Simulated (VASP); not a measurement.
# Pt (Fm-3m) in VASP: further runs

Pt is run at these levels: PBE; tasks: single point.

Everything below comes from runs of VASP 6.6.1. Logs are shortened: lines on timing, memory, paths and dates and some standing lists are left out, and cuts for length are marked.

### 1 The cell of the first run

It takes space group Fm-3m (No. 225, cubic). Conventional cell: a = 3.971 Å, b = 3.971 Å, c = 3.971 Å, α = 90.00°, β = 90.00°, γ = 90.00°. Within 3.7 Å of Pt (site symmetry m-3m) lie 12 Pt at 2.81 Å.

### 2 Single point, PBE

File INCAR:

```
SYSTEM = Pt
  PREC = Accurate
  ENCUT = 500
  EDIFF = 1E-6
  ISMEAR = -1
  SIGMA = 0.1
  LREAL = .FALSE.
  LASPH = .TRUE.
  NELM = 120
  ALGO = Normal
  ISIF = 2
  LWAVE = .FALSE.
  LCHARG = .FALSE.
  GGA = PE
  NBANDS = 28
  GGA_COMPAT = .FALSE.
```

File KPOINTS:

```
Automatic mesh
0
G
  2 2 2
  0 0 0
```

File POSCAR:

```
Pt
1.0
    3.9710908900      0.0000000000      0.0000000000
    0.0000000000      3.9710908900      0.0000000000
    0.0000000000      0.0000000000      3.9710908900
Pt
4
Direct
    0.5000000000      0.5000000000      0.0000000000
    0.0000000000      0.0000000000      0.0000000000
    0.5000000000      0.0000000000      0.5000000000
    0.0000000000      0.5000000000      0.5000000000
```

Potentials or basis: VASP PAW PBE potentials, release 64 (Pt).

On the command line:

```sh
$ cat potpaw_PBE.64/Pt/POTCAR > POTCAR
$ mpirun -np 1 vasp_std > vasp.out
```

OUTCAR:

```text
SYSTEM = Pt
   PREC = Accurate
   ENCUT = 500
   EDIFF = 1E-6
   ISMEAR = -1
   LREAL = .FALSE.
   LASPH = .TRUE.
   NELM = 120
   ISIF = 2
   GGA = PE

 ion  position               nearest neighbor table
   1  0.500  0.500  0.000-   2 2.81   3 2.81   4 2.81   3 2.81   4 2.81   2 2.81   3 2.81   3 2.81
                             2 2.81   4 2.81   4 2.81   2 2.81
   2  0.000  0.000  0.000-   1 2.81   3 2.81   4 2.81   3 2.81   4 2.81   1 2.81   4 2.81   4 2.81
                             1 2.81   3 2.81   3 2.81   1 2.81
   3  0.500  0.000  0.500-   1 2.81   2 2.81   4 2.81   1 2.81   2 2.81   1 2.81   4 2.81   1 2.81
                             2 2.81   4 2.81   2 2.81   4 2.81
   4  0.000  0.500  0.500-   1 2.81   2 2.81   3 2.81   1 2.81   2 2.81   2 2.81   3 2.81   2 2.81
                             1 2.81   3 2.81   1 2.81   3 2.81

  LATTYP: Found a simple cubic cell.
 ALAT       =     3.9710908900

  Lattice vectors:

 A1 = (   3.9710908900,   0.0000000000,   0.0000000000)
 A2 = (   0.0000000000,   3.9710908900,   0.0000000000)
 A3 = (   0.0000000000,   0.0000000000,   3.9710908900)

Analysis of symmetry for initial positions (statically):
=====================================================================
 Subroutine PRICEL returns following result:

  LATTYP: Found a face centered cubic cell.
 ALAT       =     3.9710908900

  Lattice vectors:

 A1 = (   1.9855454450,  -1.9855454450,   0.0000000000)
 A2 = (   1.9855454450,   0.0000000000,   1.9855454450)
 A3 = (   0.0000000000,  -1.9855454450,   1.9855454450)

   4 primitive cells build up your supercell.

 Routine SETGRP: Setting up the symmetry group for a
 simple cubic supercell.

 Subroutine GETGRP returns: Found 48 space group operations
 (whereof 48 operations were pure point group operations)
 out of a pool of 48 trial point group operations.

The static configuration has the point symmetry O_h .

Analysis of symmetry for dynamics (positions and initial velocities):
=====================================================================
 Subroutine PRICEL returns following result:

  LATTYP: Found a face centered cubic cell.
 ALAT       =     3.9710908900

  Lattice vectors:

 A1 = (   1.9855454450,  -1.9855454450,   0.0000000000)
 A2 = (   1.9855454450,   0.0000000000,   1.9855454450)
 A3 = (   0.0000000000,  -1.9855454450,   1.9855454450)

   4 primitive cells build up your supercell.

 Routine SETGRP: Setting up the symmetry group for a
 simple cubic supercell.

 Subroutine GETGRP returns: Found 48 space group operations
 (whereof 48 operations were pure point group operations)
 out of a pool of 48 trial point group operations.

The dynamic configuration has the point symmetry O_h .

 Subroutine INISYM returns: Found 48 space group operations
 (whereof 48 operations are pure point group operations),
 and found     4 'primitive' translations

----------------------------------------------------------------------------------------

                                     Primitive cell

  volume of cell :      15.6556

  direct lattice vectors                    reciprocal lattice vectors
     1.985545445 -1.985545445  0.000000000     0.251819973 -0.251819973 -0.251819973
     1.985545445  0.000000000  1.985545445     0.251819973  0.251819973  0.251819973
     0.000000000 -1.985545445  1.985545445    -0.251819973 -0.251819973  0.251819973

  length of vectors
     2.807985297  2.807985297  2.807985297     0.436164987  0.436164987  0.436164987

  position of ions in fractional coordinates (direct lattice)
     0.000000000  0.000000000  0.000000000

  ion indices of the primitive-cell ions
   primitive index   ion index
                 1           1

----------------------------------------------------------------------------------------

 KPOINTS: Automatic mesh

Automatic generation of k-mesh.
 Grid dimensions read from file:
 generate k-points for:    2    2    2

 Generating k-lattice:

  Cartesian coordinates                     Fractional coordinates (reciprocal lattice)
     0.125909986  0.000000000  0.000000000     0.500000000  0.000000000  0.000000000
     0.000000000  0.125909986  0.000000000     0.000000000  0.500000000  0.000000000
     0.000000000  0.000000000  0.125909986     0.000000000  0.000000000  0.500000000

  Length of vectors
     0.125909986  0.125909986  0.125909986

  Shift w.r.t. Gamma in fractional coordinates (k-lattice)
     0.000000000  0.000000000  0.000000000

 Subroutine IBZKPT returns following result:
 ===========================================

 Found      4 irreducible k-points:

 Following reciprocal coordinates:
            Coordinates               Weight
  0.000000  0.000000  0.000000      1.000000
  0.500000  0.000000  0.000000      3.000000
  0.500000  0.500000  0.000000      3.000000
  0.500000  0.500000  0.500000      1.000000
   k-points           NKPTS =      4   k-points in BZ     NKDIM =      4   number of bands    NBANDS=     28
   number of dos      NEDOS =    301   number of ions     NIONS =      4
   total plane-waves  NPLWV =  27000
   dimension x,y,z NGX =    30 NGY =   30 NGZ =   30
   dimension x,y,z NGXF=    60 NGYF=   60 NGZF=   60
   ions per type =               4
   NGX,Y,Z   is equivalent  to a cutoff of  12.56, 12.56, 12.56 a.u.
   NGXF,Y,Z  is equivalent  to a cutoff of  25.12, 25.12, 25.12 a.u.
 SYSTEM =  Pt
   PREC   = accura    normal or accurate (medium, high low for compatibility)
   ISTART =      0    job   : 0-new  1-cont  2-samecut
   ICHARG =      2    charge: 1-file 2-atom 10-const
   ISPIN  =      1    spin polarized calculation?
   LNONCOLLINEAR =      F non collinear calculations
   LSORBIT =      F    spin-orbit coupling
   LASPH  =      T    aspherical Exc in radial PAW
   ENCUT  =  500.0 eV  36.75 Ry    6.06 a.u.   7.24  7.24  7.24*2*pi/ulx,y,z
   NELM   =    120;   NELMIN=  2; NELMDL= -5     # of ELM steps
   EDIFF  = 0.1E-05   stopping-criterion for ELM
   LREAL  =      F    real-space projection
   EDIFFG = 0.1E-04   stopping-criterion for IOM
   NSW    =      0    number of steps for IOM
   IBRION =     -1    ionic relax: 0-MD 1-quasi-New 2-CG
   NFREE  =      0    steps in history (QN), initial steepest desc. (CG)
   ISIF   =      2    stress and relaxation
   ISYM   =      2    0-nonsym 1-usesym 2-fastsym
   POTIM  = 0.5000    time-step for ionic-motion
   TEBEG  =    0.0;   TEEND  =   0.0 temperature during run
   PSTRESS=    0.0 pullay stress
   NELECT =      40.0000    total number of electrons
   NUPDOWN=      -1.0000    fix difference up-down
   EMIN   =  10.00;   EMAX   =-10.00  energy-range for DOS
   EFERMI =   0.00;   METHOD = LEGACY
   ISMEAR =    -1;   SIGMA  =   0.10  broadening in eV -4-tet -1-fermi 0-gaus
   EFERMI_NEDOS =   21; number of points for ismear=-14 and -15
   IALGO  =     38    algorithm
   IMIX   =      4    mixing-type and parameters
     AMIX     =   0.40;   BMIX     =  1.00
     AMIX_MAG =   1.60;   BMIX_MAG =  1.00
  volume/ion in A,a.u.               =      15.66       105.65
  Fermi-wavevector in a.u.,A,eV,Ry     =   1.409889  2.664304 27.045494  1.987788
  Thomas-Fermi vector in A             =   2.531899
   LORBIT       =      0    0 simple, 1 ext, 2 COOP (PROOUT), +10 PAW based schemes
   GGA     = PE    functional components
   LHFCALC =     F    Hartree Fock is set to
   AEXX    =    0.0000 exact exchange contribution
   IVDW    =     0    specifies the selected vdW correction
   LEPSILON=     F    determine dielectric tensor
   LRPA    =     F    only Hartree local field effects (RPA)
 non-spin polarized calculation
  energy-cutoff  :      500.00
  volume of cell :       62.62
 maximum number of plane-waves:      1622
 NGX is ok and might be reduce to    30
   NGX = 15   NGY = 15   NGZ = 15

 number of electron      40.0000012 magnetization

 Free energy of the ion-electron system (eV)
  ---------------------------------------------------
  ext. energy  EPLUGINS =         0.00000000
  ---------------------------------------------------
  free energy    TOTEN  =       -24.51927796 eV

  energy without entropy =      -24.30464691  energy(sigma->0) =      -24.41196243

 E-fermi :  10.7038     XC(G=0): -13.2918

 val. band max:       10.4637328725   @ k =   0.5000   0.5000   0.5000
 cond. band min:      10.8677768406   @ k =   0.0000   0.0000   0.0000
 fundamental gap:      0.4040439681
 Fermi energy:        10.7038449991

 k-point     1 :       0.0000    0.0000    0.0000
  band No.  band energies     occupation
      1       0.7500      2.00000
      2       3.8489      2.00000
      3       3.8489      2.00000
      4       3.8489      2.00000
      5       4.2276      2.00000
      6       4.2276      2.00000
[... 20 lines left out ...]
     27      18.9782      0.00000
     28      21.8264      0.00000

 k-point     2 :       0.5000    0.0000    0.0000
  band No.  band energies     occupation
      1       3.4243      2.00000
      2       3.4243      2.00000
      3       5.1904      2.00000
      4       5.1904      2.00000
      5       5.3999      2.00000
      6       5.3999      2.00000
[... 20 lines left out ...]
     27      18.6023      0.00000
     28      18.6023      0.00000

 k-point     3 :       0.5000    0.5000    0.0000
  band No.  band energies     occupation
      1       4.9762      2.00000
      2       4.9762      2.00000
      3       4.9762      2.00000
      4       4.9762      2.00000
      5       6.1018      2.00000
      6       6.1018      2.00000
[... 20 lines left out ...]
     27      21.0329      0.00000
     28      21.0329      0.00000

 k-point     4 :       0.5000    0.5000    0.5000
  band No.  band energies     occupation
      1       3.5496      2.00000
      2       3.5496      2.00000
      3       3.5496      2.00000
      4       3.5496      2.00000
      5       6.8460      2.00000
      6       6.8460      2.00000
[... 20 lines left out ...]
     27      16.0293      0.00000
     28      16.0293      0.00000

------------------------ aborting loop because EDIFF is reached ----------------------------------------

  FORCE on cell =-STRESS in cart. coord.  units (eV):
  Direction    XX          YY          ZZ          XY          YZ          ZX
  --------------------------------------------------------------------------------------
  -------------------------------------------------------------------------------------
  Total       -1.9709631     -1.9709631     -1.9709631      0.0000000      0.0000000      0.0000000
  in kB      -50.4265903    -50.4265903    -50.4265903      0.0000000      0.0000000      0.0000000
  external PRESSURE =     -50.4265903 kB  Pullay stress =       0.0000000 kB

 VOLUME and BASIS-vectors are now :
 -----------------------------------------------------------------------------
  energy-cutoff  :      500.00
  volume of cell :       62.62
      direct lattice vectors                 reciprocal lattice vectors
     3.971090890  0.000000000  0.000000000     0.251819973  0.000000000  0.000000000
     0.000000000  3.971090890  0.000000000     0.000000000  0.251819973  0.000000000
     0.000000000  0.000000000  3.971090890     0.000000000  0.000000000  0.251819973

 POSITION                                       TOTAL-FORCE (eV/Angst)
 -----------------------------------------------------------------------------------
      1.98555      1.98555      0.00000        -0.000000      0.000000      0.000000
      0.00000      0.00000      0.00000         0.000000     -0.000000     -0.000000
      1.98555      0.00000      1.98555         0.000000     -0.000000      0.000000
      0.00000      1.98555      1.98555        -0.000000      0.000000     -0.000000
 -----------------------------------------------------------------------------------
    total drift:                                0.000000      0.000000     -0.000000

  FREE ENERGIE OF THE ION-ELECTRON SYSTEM (eV)
  ---------------------------------------------------
  free  energy   TOTEN  =       -24.5192779562 eV

  energy  without entropy=      -24.3046469055  energy(sigma->0) =      -24.41196243
```

Run time: 28 s. Hardware: 1 thread of AMD EPYC 7R13, shared host; peak memory 0.13 GiB.

What came out:

```yaml
Free_energy: -24.5193 eV
Pressure: -5.0 GPa
Band_gap_on_the_k_mesh: zero (band 20 reaches 10.87 eV, above the bottom of band 21 at 10.46 eV)
```

Caveat: the k points lie up to 0.79 Å⁻¹ apart; spin-orbit coupling is left out, which moves the levels of the heavy elements.

### 3 Single point, PBE

File INCAR:

```
PREC = Accurate
ENCUT = 500
EDIFF = 1E-6
ISMEAR = -1
SIGMA = 0.1
LREAL = F
LASPH = T
NELM = 120
ALGO = Normal
ISIF = 2
LWAVE = F
LCHARG = F
GGA = PE
NBANDS = 28
GGA_COMPAT = F
```

File KPOINTS:

```
regular mesh
0
Gamma
  2 2 2
```

POSCAR is that of step 2.

Potentials or basis: VASP PAW PBE potentials, release 64 (Pt).

On the command line:

```sh
$ cat potpaw_PBE.64/Pt/POTCAR > POTCAR
$ mpirun -np 1 vasp_std > vasp.out
```

Run time: 27 s. Hardware: 1 thread of AMD EPYC 7R13, shared host; peak memory 0.13 GiB.

Results (log left out):

- Free energy: -24.5193 eV
- Pressure: -5.0 GPa
- Band gap on the k mesh: zero (band 20 reaches 10.87 eV, above the bottom of band 21 at 10.46 eV)

Levels at points of the mesh, in eV from the Fermi level:
| k point | band 18 | band 19 | band 20 | band 21 | band 22 | band 23 |
| --- | --- | --- | --- | --- | --- | --- |
| (0.00, 0.00, 0.00) | 0.16 | 0.16 | 0.16 | 0.16 | 1.69 | 1.69 |
| (0.50, 0.00, 0.00) | -2.10 | -1.06 | -1.06 | 0.17 | 0.17 | 6.67 |
| (0.50, 0.50, 0.00) | -1.90 | -1.90 | -1.90 | 1.53 | 1.53 | 1.53 |
| (0.50, 0.50, 0.50) | -0.24 | -0.24 | -0.24 | -0.24 | -0.24 | -0.24 |

Caveat: the k points lie up to 0.79 Å⁻¹ apart; spin-orbit coupling is left out, which moves the levels of the heavy elements.
